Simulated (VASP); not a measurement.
Input of a VASP 6.6.1 run:

Contents of INCAR:

```
SYSTEM = SiO2
PREC = Accurate
ENCUT = 520
EDIFF = 1E-6
ISMEAR = 0
SIGMA = 0.05
LREAL = .FALSE.
LASPH = .TRUE.
NELM = 80
ALGO = Normal
ISIF = 2
LWAVE = .FALSE.
LCHARG = .FALSE.
GGA = PE
NBANDS = 25
```

Contents of KPOINTS:

```
Automatic mesh
0
G
  6 6 10
  0 0 0
```

POSCAR

```
SiO2
1.0
    4.1786523903      0.0000000000      0.0000000000
    0.0000000000      4.1786523903      0.0000000000
    0.0000000000      0.0000000000      2.6534356375
Si O
2 4
Direct
    0.5000000000      0.5000000000      0.5000000000
    0.0000000000      0.0000000000      0.0000000000
    0.6930127928      0.6930127928      0.0000000000
    0.1930127928      0.8069872072      0.5000000000
    0.3069872072      0.3069872072      0.0000000000
    0.8069872072      0.1930127928      0.5000000000
```

Potentials or basis: VASP PAW PBE potentials, release 64 (Si, O).

The run is started by

```bash
$ cat potpaw_PBE.64/Si/POTCAR potpaw_PBE.64/O/POTCAR > POTCAR
$ mpirun -np 1 vasp_std > vasp.out
```

**Question.** Predict the band gap on the k mesh.

**Answer.** 5.76 eV.

**Question.** Estimate the largest force.

**Answer.** 0.321 eV/Å.

**Question.** Predict the pressure.

**Answer.** 13.6 GPa.

Stress tensor (GPa, compression positive):
```
12.25  0.00  0.00
 0.00 12.25  0.00
 0.00  0.00 16.31
```

Caveat: the cell stands under pressure. A k mesh can miss the band edges.
